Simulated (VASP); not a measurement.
Ag:

```
Ag
1.0
     4.09000    0.00000    0.00000
     0.00000    4.09000    0.00000
     0.00000    0.00000    4.09000
Ag
4
Direct
  0.00000 0.00000 0.00000
  0.00000 0.50000 0.50000
  0.50000 0.00000 0.50000
  0.50000 0.50000 0.00000
```

```yaml
Program: VASP 6.6.1
Task: relaxation of volume and atoms at fixed shape
Functional: r2SCAN
Potentials_or_basis: VASP PAW PBE potentials, release 64 (Ag)
Cutoff: 600 eV
k_mesh: 5 × 5 × 5
Occupations: gaussian, width 0.05 eV
Spin: no spin polarisation
```

At the start: pressure 2.2 GPa; volume 17.10 Å³/atom.

How do energy, volume and symmetry change on relaxing?

Over 3 steps the energy falls by 2.4 meV/atom and the volume is 17.46 Å³/atom (+2.1 %); space group Fm-3m (No. 225, to 0.1 Å) before and after.

The path:
| step | energy change (eV) | largest force (eV/Å) | pressure (GPa) | volume (Å³) |
| --- | --- | --- | --- | --- |
| 1 | 0.0000 | 0.0000 | 2.22 | 68.42 |
| 2 | -0.0056 | 0.0000 | -1.30 | 70.79 |
| 3 | -0.0096 | 0.0000 | 0.02 | 69.83 |

Final structure:
```
Ag
1.0
     4.11804    0.00000    0.00000
     0.00000    4.11804    0.00000
     0.00000    0.00000    4.11804
Ag
4
Direct
  0.00000 0.00000 0.00000
  0.00000 0.50000 0.50000
  0.50000 0.00000 0.50000
  0.50000 0.50000 0.00000
```

Caveat: the PAW data sets were made with another functional, which shifts forces and pressure a little.
